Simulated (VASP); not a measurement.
# H16CO7 in VASP: a series of runs, part 2 of 2

VASP 6.6.1. Earlier steps stand in the parts before.

## Step 3: Single point, PBE+D3(BJ)

The input, INCAR:

```
SYSTEM = H16CO7
PREC = Accurate
ENCUT = 520
EDIFF = 1E-6
ISMEAR = -1
SIGMA = 0.02
LREAL = Auto
LASPH = .True.
NELM = 100
ALGO = Normal
ISIF = 2
LWAVE = .False.
LCHARG = .False.
GGA = PE
IVDW = 12
NBANDS = 49
```

The input, KPOINTS:

```
Automatic mesh
0
Gamma
  1 1 1
  0 0 0
```

The input, POSCAR:

```
H16CO7
1.0
    6.4768410000      0.0000000000      0.0000000000
    0.0000000000      6.4768410000      0.0000000000
    0.0000000000      0.0000000000      6.4768410000
O H C
7 16 1
Direct
    0.3140265447      1.0804649983      0.9052561272
    1.0040388517      0.2415683819      0.1701137947
    0.7828662152      0.5294556405      0.9479158127
    0.0439720537      0.7979816086      0.7245970682
    0.6132310489      0.4363701378      0.5341492867
    0.1706696212      0.5491874820      0.4037770882
    0.7637056398      0.8524217284      0.3683894664
    0.2947270128      0.9391615450      0.8398384336
    0.4293759875      1.0629410233      0.9936016648
    0.9269179219      0.3336039900      0.0737705310
    1.1185699942      0.1671493866      0.0999406964
    0.8591997241      0.6309402994      0.8610833584
    0.6585463500      0.4916439974      0.8650513422
   -0.0560612805      0.8875005578      0.6578206876
    0.1028896649      0.7198879824      0.6028093016
    0.6951073834      0.5457753247      0.4785357553
    0.6698327163      0.3214530046      0.4536470789
    0.0928075894      0.4253616848      0.3544474845
    0.3064148093      0.4951179132      0.4435495637
    0.4552836792      0.8465701103      0.3390078589
    0.8820966888      0.8229783624      0.2813408574
    0.5852698870      1.0157575275      0.1670721884
    0.5792021141      0.7720275980      0.1006200399
    0.5848993360      0.8743151175      0.2419080536
```

Potentials or basis: VASP PAW PBE potentials, release 64 (O, H, C).

Launch:

```
$ cat potpaw_PBE.64/O/POTCAR potpaw_PBE.64/H/POTCAR potpaw_PBE.64/C/POTCAR > POTCAR
$ mpirun -np 1 vasp_gam > vasp.out
```

OUTCAR:

```text
SYSTEM = H16CO7
   PREC = Accurate
   ENCUT = 520
   EDIFF = 1E-6
   ISMEAR = -1
   LREAL = Auto
   LASPH = .True.
   NELM = 100
   ISIF = 2
   GGA = PE
   IVDW = 12
 IVDW          = 12

 ion  position               nearest neighbor table
   1  0.314  0.080  0.905-   9 0.95   8 1.02
   2  0.004  0.242  0.170-  11 0.99  10 1.00
   3  0.783  0.529  0.948-  12 1.00  13 1.00
   4  0.044  0.798  0.725-  14 0.97  15 1.01
   5  0.613  0.436  0.534-  16 0.96  17 0.98
   6  0.171  0.549  0.404-  19 0.98  18 1.00
   7  0.764  0.852  0.368-  21 0.97  24 1.43
   8  0.295  0.939  0.840-   1 1.02
   9  0.429  0.063  0.994-   1 0.95
  10  0.927  0.334  0.074-   2 1.00
  11  0.119  0.167  0.100-   2 0.99
  12  0.859  0.631  0.861-   3 1.00
  13  0.659  0.492  0.865-   3 1.00
[... 8 lines left out ...]
  22  0.585  0.016  0.167-  24 1.04
  23  0.579  0.772  0.101-  24 1.13
  24  0.585  0.874  0.242-  22 1.04  20 1.06  23 1.13   7 1.43

  LATTYP: Found a simple cubic cell.
 ALAT       =     6.4768410000

[... 202 lines left out ...]
 cond. band min:       0.7603966243   @ k =   0.0000   0.0000   0.0000
 fundamental gap:      4.5208122792
 Fermi energy:        -3.2247329825

 k-point     1 :       0.0000    0.0000    0.0000
  band No.  band energies     occupation
      1     -23.2423      2.00000
      2     -22.8591      2.00000
      3     -22.5803      2.00000
      4     -22.3718      2.00000
      5     -22.0308      2.00000
      6     -21.9380      2.00000
[... 35 lines left out ...]
     42       6.3489      0.00000
     43       6.5411      0.00000
 [bands above 43 left out]

------------------------ aborting loop because EDIFF is reached ----------------------------------------

 Edisp (eV)   -0.72370

 E8    (eV) :    -0.1489

  FORCE on cell =-STRESS in cart. coord.  units (eV):
  Direction    XX          YY          ZZ          XY          YZ          ZX
  --------------------------------------------------------------------------------------
  -------------------------------------------------------------------------------------
  Total       0.05206     1.33400    -1.11753     0.41732    -2.58871     0.32590
  in kB       0.30697     7.86641    -6.58992     2.46086   -15.26529     1.92176
  external pressure =        0.53 kB  Pullay stress =        0.00 kB

 VOLUME and BASIS-vectors are now :
 -----------------------------------------------------------------------------
  energy-cutoff  :      520.00
  volume of cell :      271.70
      direct lattice vectors                 reciprocal lattice vectors
     6.476841000  0.000000000  0.000000000     0.154396256  0.000000000  0.000000000
     0.000000000  6.476841000  0.000000000     0.000000000  0.154396256  0.000000000
     0.000000000  0.000000000  6.476841000     0.000000000  0.000000000  0.154396256

 POSITION                                       TOTAL-FORCE (eV/Angst)
 -----------------------------------------------------------------------------------
      2.03390      0.52116      5.86320        -1.001219     -1.163002     -1.270553
      0.02616      1.56460      1.10180        -0.184916     -0.175057      0.499097
      5.07050      3.42920      6.13950        -0.823204      0.027788     -0.430979
      0.28480      5.16840      4.69310         0.359807     -0.433279     -0.455117
      3.97180      2.82630      3.45960        -0.475564     -1.146169     -0.163520
      1.10540      3.55700      2.61520         0.107001      0.011403      0.285423
[... 16 lines left out ...]
      3.75140      5.00030      0.65170         0.235958     -0.336582      1.167161
      3.78830      5.66280      1.56680         0.705477     -2.102191     -0.796843
 -----------------------------------------------------------------------------------
    total drift:                                0.011948     -0.010218     -0.005154

  FREE ENERGIE OF THE ION-ELECTRON SYSTEM (eV)
  ---------------------------------------------------
  free  energy   TOTEN  =      -118.2307480418 eV

  energy  without entropy=     -118.2307480418  energy(sigma->0) =     -118.23074804
```

Wall time 17 s (1 thread of Intel Xeon 6975P-C (Granite Rapids), shared host); peak memory 0.3 GiB.

Results:

| Item | Value |
| --- | --- |
| Free energy | -118.2307 eV |
| Pressure | 0.1 GPa |
| Largest force | 2.767 eV/Å |
| Band gap on the k mesh | 4.52 eV |
| Dispersion energy per atom | -0.030 eV |

Forces in eV/Å, atoms in the order of the input:
```
O   -1.001 -1.163 -1.271
O   -0.185 -0.175  0.499
O   -0.823  0.028 -0.431
O    0.360 -0.433 -0.455
O   -0.476 -1.146 -0.164
O    0.107  0.011  0.285
O    0.021 -0.574  0.142
H   -0.454  1.444  0.543
H    1.077  0.005  0.655
H    0.495 -0.234 -0.181
H   -0.566  0.528 -0.406
H    0.210 -0.342  0.075
H    1.003  0.080  0.287
H   -0.134  0.334 -0.108
H   -0.382 -0.263  0.419
H    0.546  1.467 -0.270
H   -0.263 -0.224  0.367
H    0.222  0.160 -0.317
H    0.043  0.036 -0.010
H   -1.004  0.074  0.380
H    0.207  0.070 -0.175
H    0.055  2.757 -0.235
H    0.236 -0.337  1.167
C    0.705 -2.102 -0.797
```

Caveat: the k points lie up to 0.97 Å⁻¹ apart.

## Step 4: Single point, PBE+D3(BJ)

The input, INCAR:

```
ALGO = Normal ; EDIFF = 1E-6
ENCUT = 520 ; GGA = PE
ISIF = 2 ; ISMEAR = -1
IVDW = 12 ; LASPH = T
LCHARG = F ; LREAL = Auto
LWAVE = F ; NBANDS = 49
NELM = 100 ; PREC = Accurate
SIGMA = 0.02
```

The input, KPOINTS:

```
k-points
0
Gamma
  1 1 1
```

The input, POSCAR:

```
H16CO7
1.0
    6.4768410000      0.0000000000      0.0000000000
    0.0000000000      6.4768410000      0.0000000000
    0.0000000000      0.0000000000      6.4768410000
O H C
7 16 1
Direct
    0.3064765678      1.1226306158      0.8776191974
    0.9579206900      0.2541053578      0.1522810271
    0.7480189802      0.5088437403      0.9226720248
    0.0641362047      0.7824956642      0.7130482283
    0.6528800074      0.4326028692      0.4903779481
    0.2164944299      0.5193735650      0.4075597965
    0.7738031550      0.8269463462      0.3909776386
    0.2193970795      1.0114961908      0.8046669665
    0.3941736411      1.1741217671      0.7710394620
    0.8740680835      0.3580449173      0.0689996867
    1.0533993346      0.1917910290      0.0543629217
    0.8505535337      0.5971120798      0.8448563119
    0.7256006439      0.4192167138      0.8005445865
   -0.0680578696      0.8090518202      0.6420722695
    0.1325800649      0.6684585896      0.6407599013
    0.7136503737      0.5694751500      0.4609500218
    0.7111800336      0.3253746695      0.3831960673
    0.1485446377      0.4241265148      0.3191679400
    0.3598976723      0.4762970096      0.4394426233
    0.4887876667      0.9617033983      0.4026036767
    0.9001610507      0.8600180242      0.3198009647
    0.6365757628      1.0625550326      0.1958825298
    0.5213961559      0.7926549378      0.1730010047
    0.6025468280      0.9121267606      0.2761685828
```

Launch:

```
$ cat potpaw_PBE.64/O/POTCAR potpaw_PBE.64/H/POTCAR potpaw_PBE.64/C/POTCAR > POTCAR
$ mpirun -np 1 vasp_gam > vasp.out
```

Run time: 22 s. Hardware: 1 thread of Intel Xeon 6975P-C (Granite Rapids), shared host; peak memory 0.3 GiB.

The run converged. Its results:

| Property | Result |
| --- | --- |
| Free energy | -118.3319 eV |
| Pressure | -2.0 GPa |
| Largest force | 2.855 eV/Å |
| Band gap on the k mesh | 4.76 eV |
| Dispersion energy per atom | -0.030 eV |

Forces in eV/Å, atoms in the order of the input:
```
O   -1.633 -1.629 -0.069
O   -0.374  0.307  0.408
O    0.885  0.370 -1.751
O   -0.618  0.321  0.756
O    0.444 -2.262 -1.233
O    1.172  1.380  1.487
O   -0.288 -0.011 -0.135
H    0.921  0.843  0.698
H    0.493  0.513 -0.660
H    0.461 -0.334  0.069
H    0.353  0.093 -0.188
H   -0.217  0.072  1.274
H   -0.691 -0.121  0.319
H    0.527  0.070 -0.236
H   -0.023 -0.183 -0.706
H    0.133 -0.108 -0.485
H   -0.673  2.131  1.777
H   -0.642 -1.297 -0.965
H   -0.438 -0.110 -0.456
H    0.507 -0.585 -0.982
H    0.548  0.064 -0.407
H    0.325 -1.089  0.046
H    0.921  1.028  0.700
C   -2.091  0.537  0.740
```

Stress tensor (GPa, compression positive):
```
-1.66  0.32 -0.01
 0.32 -2.42 -1.23
-0.01 -1.23 -1.96
```

Levels at points of the mesh, in eV from the valence-band top:
| k point | band 27 | band 28 | band 29 | band 30 | band 31 | band 32 | band 33 | band 34 | band 35 | band 36 |
| --- | --- | --- | --- | --- | --- | --- | --- | --- | --- | --- |
| (0.00, 0.00, 0.00) | -0.49 | -0.36 | -0.20 | -0.10 | 0.00 | 4.76 | 7.55 | 7.74 | 7.97 | 8.34 |

Caveat: the k points lie up to 0.97 Å⁻¹ apart.
